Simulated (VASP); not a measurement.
Cu, 2 atoms in the cell. It takes space group P6_3/mmc (No. 194, hexagonal). The conventional cell has a = 2.414 Å, b = 2.414 Å, c = 4.344 Å, α = 90.00°, β = 90.00°, γ = 120.00°. Within 3.2 Å of Cu (site symmetry -6m2) lie 12 Cu at 2.41 to 2.58 Å.  This cell differs from its parent crystal: biaxial strain in the a-b plane: -6.0 %.

* Program: VASP 6.6.1
* Task: single point
* Functional: PBE
* Potentials or basis: VASP PAW PBE potentials, release 64 (Cu)
* Cutoff: 520 eV
* k mesh: 24 × 24 × 12
* Occupations: gaussian, width 0.1 eV
* Spin: no spin polarisation
* Dipole correction: no
* Further INCAR settings: ALGO = Fast; EDIFF = 1e-06; NBANDS = 18

Potentials or basis: VASP PAW PBE potentials, release 64 (Cu).

Command:

```console
$ cat potpaw_PBE.64/Cu/POTCAR > POTCAR
$ mpirun -np 1 vasp_std > vasp.out
```

Hardware: 1 thread of Intel(R) Xeon(R) 6975P-C (Granite Rapids), with other jobs on the host.

**Question.** Estimate the wall time of this run.

**Answer.** Wall time 78 s on 1 thread of Intel(R) Xeon(R) 6975P-C (Granite Rapids), on a shared host, peak memory 0.24 GiB. Counts: scf iterations 16, k points 427.
